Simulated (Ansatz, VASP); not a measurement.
This is a calculation of LaFeGe for Ansatz 0.2.0.

Contents of input.yaml:

```yaml
crystal:
  lattice:
    - [4.2318077991, 0.0, 0.0]
    - [-2.1159038996, 3.664853058, 0.0]
    - [0.0, 0.0, 4.285784]
  atoms:
    - { symbol: La, position: [0.0, 0.0, 0.0] }
    - { symbol: Ge, position: [0.6666666667, 0.3333333333, 0.5] }
    - { symbol: Fe, position: [0.3333333333, 0.6666666667, 0.5], spin: 4.5 }
hamiltonian:
  xc: pbe
  pseudopotentials: { kind: paw }
magnetization:
  spin_polarized: true
  initial_magnetization: 4.5
  spin_locking: { lock_magnetization: hard }
kpoints:
  mp_grid: { grid: [6, 6, 5] }
scf:
  occupations: { method: fermi_dirac, width: 0.05 }
  lower_state_search: "off"
output:
  forces: true
  stress: true
  eigenvalues: true
```

Potentials or basis: Ansatz PAW.

Command:

```bash
$ ansatz run input.yaml --threads 2 --pin off --max-ram 5632MiB --backend cpu --events-out ev --progress --plain --runs-dir out
```

**Question.** Set up the same calculation for VASP 6.6.1. Potentials there: VASP PAW PBE potentials, release 64 (La, Ge_d, Fe).

**Answer.** As run (the cutoff follows the program's own potentials):

The input INCAR:

```
SYSTEM = LaFeGe
  PREC = Accurate
  ENCUT = 520
  EDIFF = 1E-6
  ISMEAR = -1
  SIGMA = 0.05
  LREAL = .FALSE.
  LASPH = .TRUE.
  NELM = 150
  ALGO = Normal
  ISIF = 2
  LWAVE = .FALSE.
  LCHARG = .TRUE.
  ISPIN = 2
  MAGMOM = 0 0 4.5
  LORBIT = 11
  NUPDOWN = 4.5
  LMAXMIX = 6
  GGA = PE
  LELF = .TRUE.
  LVHAR = .TRUE.
  NBANDS = 28
```

The input KPOINTS:

```
regular mesh
0
G
  6 6 5
  0 0 0
```

POSCAR

```
LaFeGe
1.0
    4.2318077991      0.0000000000      0.0000000000
   -2.1159038996      3.6648530580      0.0000000000
    0.0000000000      0.0000000000      4.2857840000
La Ge Fe
1 1 1
Direct
    0.0000000000      0.0000000000      0.0000000000
    0.6666666667      0.3333333333      0.5000000000
    0.3333333333      0.6666666667      0.5000000000
```

Potentials or basis: VASP PAW PBE potentials, release 64 (La, Ge_d, Fe).

Command:

```sh
$ cat potpaw_PBE.64/La/POTCAR potpaw_PBE.64/Ge_d/POTCAR potpaw_PBE.64/Fe/POTCAR > POTCAR
$ mpirun -np 1 vasp_std > vasp.out
```

Both were run:

|  | VASP | Ansatz | Ansatz less VASP |
| --- | --- | --- | --- |
| pressure (GPa) | 3.6 | 4.0 | +0.33 |
| traceless stress, the component that is largest in VASP (GPa) | -0.45 | 0.26 | +0.717 |
| net moment per atom (μB) | 1.50 | 1.50 | 0.000 |
| size of the moment on the site where the two differ most (μB) | 3.12 | 2.99 | -0.123 |

Site moments also hang on the region over which each program counts them. The functional is the same, so the differences come from potentials, cutoffs and numerics. VASP's potentials hold 33 valence electrons a cell and Ansatz's 41, so a difference there can come from the potentials and not from the codes.

Spin-orbit coupling is off throughout.
